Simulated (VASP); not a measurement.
Here is a VASP 6.6.1 calculation.

File INCAR:

```
SYSTEM = InSb
  PREC = Accurate
  ENCUT = 520
  EDIFF = 1E-6
  ISMEAR = 0
  SIGMA = 0.1
  LREAL = .FALSE.
  LASPH = .TRUE.
  NELM = 80
  ALGO = Normal
  ISIF = 2
  LWAVE = .FALSE.
  LCHARG = .FALSE.
  GGA = PE
  NBANDS = 26
```

File KPOINTS:

```
Automatic mesh
0
G
  12 12 8
  0 0 0
```

File POSCAR:

```
InSb
1.0
    3.2171123866      3.2171123866      0.0000000000
   -3.2171123866      3.2171123866      0.0000000000
    0.0000000000      0.0000000000      6.4342247731
In Sb
2 2
Direct
    0.0000000000      0.0000000000      0.0000000000
    0.5000000000      0.5000000000      0.5000000000
    0.5000000000      0.0000000000      0.7500000000
    0.0000000000      0.5000000000      0.2500000000
```

Potentials or basis: VASP PAW PBE potentials, release 64 (In_d, Sb).

Command:

```console
$ cat potpaw_PBE.64/In_d/POTCAR potpaw_PBE.64/Sb/POTCAR > POTCAR
$ mpirun -np 1 vasp_std > vasp.out
```

(1) Estimate the band gap on the k mesh.

(2) Predict the pressure.

Results:

(1) zero (filled and empty bands touch).

(2) 4.2 GPa.

Caveat: the cell differs from its parent crystal (equal strain along all axes, cell held: -3.0 %); the cell stands under pressure; semilocal functionals underestimate gaps, and a narrow one can read as zero; spin-orbit coupling is left out, which moves the levels of the heavy elements.
